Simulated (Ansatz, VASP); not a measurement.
# One calculation of Pb, two programs

The input INCAR:

```
  ALGO = Normal
  EDIFF = 1E-6
  ENCUT = 520
  GGA = PS
  ISIF = 2
  ISMEAR = -1
  IVDW = 12
  LASPH = True
  LCHARG = True
  LELF = True
  LREAL = False
  LVHAR = True
  LWAVE = False
  NBANDS = 21
  NELM = 60
  PREC = Accurate
  SIGMA = 0.08
```

The input KPOINTS:

```
k-points
0
Gamma
  14 14 8
```

File POSCAR:

```
Pb
1.0
    3.4800006906      0.0000000000      0.0000000000
   -1.7400003453      3.0137690032      0.0000000000
    0.0000000000      0.0000000000      5.5900000000
Pb
2
Direct
    0.3333333333      0.6666666667      0.2500000000
    0.6666666667      0.3333333333      0.7500000000
```

Input for Ansatz:

```yaml
crystal:
  lattice:
    - [3.4800006906, 0.0, 0.0]
    - [-1.7400003453, 3.0137690032, 0.0]
    - [0.0, 0.0, 5.59]
  atoms:
    - { symbol: Pb, position: [0.3333333333, 0.6666666667, 0.25] }
    - { symbol: Pb, position: [0.6666666667, 0.3333333333, 0.75] }
kpoints:
  mp_grid: { grid: [14, 14, 8] }
  band_path:
    path:
      - [0.0, 0.0, 0.0]
      - [0.5, 0.0, 0.0]
      - [0.3333333333, 0.3333333333, 0.0]
      - [0.0, 0.0, 0.0]
      - [0.0, 0.0, 0.5]
      - [0.5, 0.0, 0.5]
      - [0.3333333333, 0.3333333333, 0.5]
      - [0.0, 0.0, 0.5]
      - [0.5, 0.0, 0.5]
    npoints: 5
scf:
  occupations: { method: fermi_dirac, width: 0.08 }
hamiltonian:
  xc: pbesol
  pseudopotentials: { kind: all_electron, lapw: { basis_error: 0.0005 } }
  dispersion: d3bj
output:
  forces: true
  stress: true
  eigenvalues: true
```

Alike in both runs: task single point; functional PBEsol; dispersion D3(BJ); k mesh 14 × 14 × 8; occupations fermi-dirac, width 0.08 eV; no spin polarisation.

|  | VASP | Ansatz |
| --- | --- | --- |
| version | VASP 6.6.1 | Ansatz 0.2.0 |
| potentials or method | VASP PAW PBE potentials, release 64 (Pb_d), cutoff 520 eV | all-electron LAPW, scalar-relativistic |

```csv
,VASP,Ansatz,Ansatz less VASP
gap on the k mesh at the Fermi level (eV),none,none,-
pressure (GPa),-1.7,-1.6,+0.08
"traceless stress, the component that is largest in VASP (GPa)",1.22,1.23,+0.005
```

VASP's potentials were made for PBE, not for PBEsol. A gap of «none» marks a metal or a gap that the smearing closes. Ansatz ran all-electron here, and VASP with PAW potentials.

Neither program's run includes spin-orbit coupling.
